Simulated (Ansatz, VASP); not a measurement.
## LiBr: VASP beside Ansatz

```xyz
2
Lattice="0.0000 2.8793 2.8793 2.8793 0.0000 2.8793 2.8793 2.8793 0.0000" Properties=species:S:1:pos:R:3 pbc="T T T"
Li    0.0000    0.0000    0.0000
Br    2.8793    2.8793    2.8793
```

Alike in both runs: task single point; functional PBEsol; k mesh 8 × 8 × 8; occupations gaussian, width 0.02 eV; no spin polarisation.

```csv
,VASP,Ansatz
version,VASP 6.6.1,Ansatz 0.2.0
potentials or method,"VASP PAW PBE potentials, release 64 (Li_sv, Br), cutoff 750 eV","scalar-relativistic, plane waves, PAW"
valence electrons in the cell,10,10
```

```csv
,VASP,Ansatz,Ansatz less VASP
gap on the k mesh at the Fermi level (eV),4.25,4.25,-0.002
least direct gap on the mesh (eV),4.25,4.25,-0.002
pressure (GPa),-3.6,-3.6,+0.01
```

VASP's potentials were made for PBE, not for PBEsol.
